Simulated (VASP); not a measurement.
## PbSe: single point with PBEsol

Crystal: PbSe.

```
CELL_PARAMETERS angstrom
3.83412 0.00000 0.00000
0.00000 3.83412 0.00000
0.00000 0.00000 3.83412
ATOMIC_POSITIONS crystal
Pb 0.00000 0.00000 0.00000
Se 0.50000 0.50000 0.50000
```

```
Program             : VASP 6.6.1
Task                : single point
Functional          : PBEsol
Potentials or basis : VASP PAW PBE potentials, release 64 (Pb_d, Se)
Cutoff              : 500 eV
k mesh              : 6 × 6 × 6
Occupations         : fermi-dirac, width 0.1 eV
Spin                : no spin polarisation
```

```
Pressure               : -4.7 GPa
Band gap on the k mesh : zero (band 10 reaches 4.85 eV, above the bottom of band 11 at 4.23 eV)
```

Levels at points of the mesh, in eV from the Fermi level:
```tsv
k point	band 6	band 7	band 8	band 9	band 10	band 11	band 12	band 13	band 14	band 15
(0.00, 0.00, 0.00)	-13.05	-7.24	-1.47	-1.47	-1.47	5.02	5.02	5.71	5.71	5.71
(0.50, 0.00, 0.00)	-12.09	-8.89	-0.43	-0.31	-0.31	-0.05	3.24	3.24	6.44	8.13
(0.50, 0.50, 0.00)	-11.52	-7.53	-4.21	-4.21	-0.06	3.88	3.88	4.71	6.55	8.35
(0.50, 0.50, 0.50)	-11.30	-6.57	-2.29	-2.29	-2.29	-0.61	-0.61	-0.61	13.22	13.22
```

It took 8.4 s on 1 thread of Intel(R) Xeon(R) 6975P-C (Granite Rapids), on a shared host, peak memory 0.16 GiB.

Caveat: the PAW data sets were made with another functional, which shifts forces and pressure a little; spin-orbit coupling is left out, which moves the levels of the heavy elements.
